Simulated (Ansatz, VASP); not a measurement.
**One calculation of Pb, two programs**

Contents of INCAR:

```
SYSTEM = Pb
PREC = Accurate
ENCUT = 520
EDIFF = 1E-6
ISMEAR = -1
SIGMA = 0.05
LREAL = .False.
LASPH = .True.
NELM = 80
ALGO = Normal
ISIF = 2
LWAVE = .False.
LCHARG = .False.
NBANDS = 21
```

KPOINTS

```
Automatic mesh
0
Gamma
  8 8 8
  0 0 0
```

The input POSCAR:

```
Pb
1.0
    0.0000000000      3.4842552460      3.4842552460
    3.4842552460      0.0000000000      3.4842552460
    3.4842552460      3.4842552460      0.0000000000
Pb
2
Direct
    0.0000000000      0.0000000000      0.0000000000
    0.2500000000      0.2500000000      0.2500000000
```

Input for Ansatz:

```yaml
crystal:
  lattice:
    - [0.0, 3.484255246, 3.484255246]
    - [3.484255246, 0.0, 3.484255246]
    - [3.484255246, 3.484255246, 0.0]
  atoms:
    - { symbol: Pb, position: [0.0, 0.0, 0.0] }
    - { symbol: Pb, position: [0.25, 0.25, 0.25] }
kpoints:
  mp_grid: { grid: [8, 8, 8] }
  band_path:
    path:
      - [0.0, 0.0, 0.0]
      - [0.5, 0.0, 0.5]
      - [0.625, 0.25, 0.625]
      - [0.375, 0.375, 0.75]
      - [0.0, 0.0, 0.0]
      - [0.5, 0.5, 0.5]
      - [0.5, 0.25, 0.75]
      - [0.5, 0.0, 0.5]
    npoints: 5
scf:
  occupations: { method: fermi_dirac, width: 0.05 }
hamiltonian:
  xc: lda
  pseudopotentials: { kind: all_electron, lapw: { basis_error: 0.00025 } }
output:
  forces: true
  stress: true
  eigenvalues: true
```

Change from the starting cell: volume scaled by 1.04.

Alike in both runs: task single point; functional LDA; k mesh 8 × 8 × 8; occupations fermi-dirac, width 0.05 eV; no spin polarisation.

|  | VASP | Ansatz |
| --- | --- | --- |
| version | VASP 6.6.1 | Ansatz 0.2.0 |
| potentials or method | VASP PAW LDA potentials, release 64 (Pb_d), cutoff 520 eV | all-electron LAPW, scalar-relativistic |

```csv
,VASP,Ansatz,Ansatz less VASP
pressure (GPa),-1.8,-1.8,+0.02
```

LDA's correlation is that of Perdew and Zunger in VASP and of Perdew and Wang (1992) in Ansatz. Ansatz ran all-electron here, and VASP with PAW potentials.

Neither program's run includes spin-orbit coupling.
